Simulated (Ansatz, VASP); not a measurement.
**One calculation of SbMo, two programs**

Contents of INCAR:

```
  PREC = Accurate
  ENCUT = 520
  EDIFF = 1E-7
  ISMEAR = 0
  SIGMA = 0.05
  LREAL = F
  LASPH = T
  NELM = 100
  ALGO = Normal
  ISIF = 2
  LWAVE = F
  LCHARG = F
  GGA = PE
  NBANDS = 16
```

The input KPOINTS:

```
regular mesh
0
Gamma
  10 10 10
```

File POSCAR:

```
SbMo
1.0
    0.0000000000      2.7228234165      2.7228234165
    2.7228234165      0.0000000000      2.7228234165
    2.7228234165      2.7228234165      0.0000000000
Mo Sb
1 1
Direct
    0.5000000000      0.5000000000      0.5000000000
    0.0000000000      0.0000000000      0.0000000000
```

Input for Ansatz:

```yaml
crystal:
  lattice:
    - [0.0, 2.7228234165, 2.7228234165]
    - [2.7228234165, 0.0, 2.7228234165]
    - [2.7228234165, 2.7228234165, 0.0]
  atoms:
    - { symbol: Mo, position: [0.5, 0.5, 0.5] }
    - { symbol: Sb, position: [0.0, 0.0, 0.0] }
basis:
  ecutwfc: 420
  ecutrho_ratio: 4
kpoints:
  mp_grid: { grid: [10, 10, 10] }
hamiltonian:
  xc: pbe
scf:
  occupations: { method: gaussian, width: 0.05 }
output:
  forces: true
  stress: true
  eigenvalues: true
```

Alike in both runs: task single point; functional PBE; k mesh 10 × 10 × 10; occupations gaussian, width 0.05 eV; no spin polarisation.

|  | VASP | Ansatz |
| --- | --- | --- |
| version | VASP 6.6.1 | Ansatz 0.2.0 |
| potentials or method | VASP PAW PBE potentials, release 64 (Mo_sv, Sb), cutoff 520 eV | scalar-relativistic, plane waves, PAW |
| valence electrons in the cell | 19 | 29 |

|  | VASP | Ansatz | Ansatz less VASP |
| --- | --- | --- | --- |
| gap on the k mesh at the Fermi level (eV) | none | none | - |
| pressure (GPa) | 5.5 | 5.6 | +0.11 |

A gap of «none» marks a metal or a gap that the smearing closes. VASP's potentials hold 19 valence electrons a cell and Ansatz's 29, so a difference there can come from the potentials and not from the codes.

Spin-orbit coupling is off throughout.
